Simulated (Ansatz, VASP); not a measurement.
**One calculation of FeNi3, two programs**

```
Fe Ni
1.0
     3.54437    0.00000    0.00000
     0.00000    3.54437    0.00000
     0.00000    0.00000    3.54437
Fe Ni
1 3
Direct
  0.00000 0.00000 0.00000
  0.00000 0.50000 0.50000
  0.50000 0.00000 0.50000
  0.50000 0.50000 0.00000
```

Alike in both runs: task single point; functional PBE; k mesh 6 × 6 × 6; occupations gaussian, width 0.05 eV; collinear spin.

|  | VASP | Ansatz |
| --- | --- | --- |
| version | VASP 6.6.1 | Ansatz 0.2.0 |
| potentials or method | VASP PAW PBE potentials, release 64 (Fe, Ni), cutoff 520 eV | scalar-relativistic, plane waves, PAW |
| valence electrons in the cell | 38 | 70 |

```csv
,VASP,Ansatz,Ansatz less VASP
gap on the k mesh at the Fermi level (eV),none,none,-
pressure (GPa),0.0,0.0,-0.01
net moment per atom (μB),1.22,1.22,+0.001
size of the moment on the site where the two differ most (μB),0.66,0.70,+0.043
```

Site moments also hang on the region over which each program counts them. A gap of «none» marks a metal or a gap that the smearing closes. The functional is the same, so the differences come from potentials, cutoffs and numerics. VASP's potentials hold 38 valence electrons a cell and Ansatz's 70, so a difference there can come from the potentials and not from the codes.
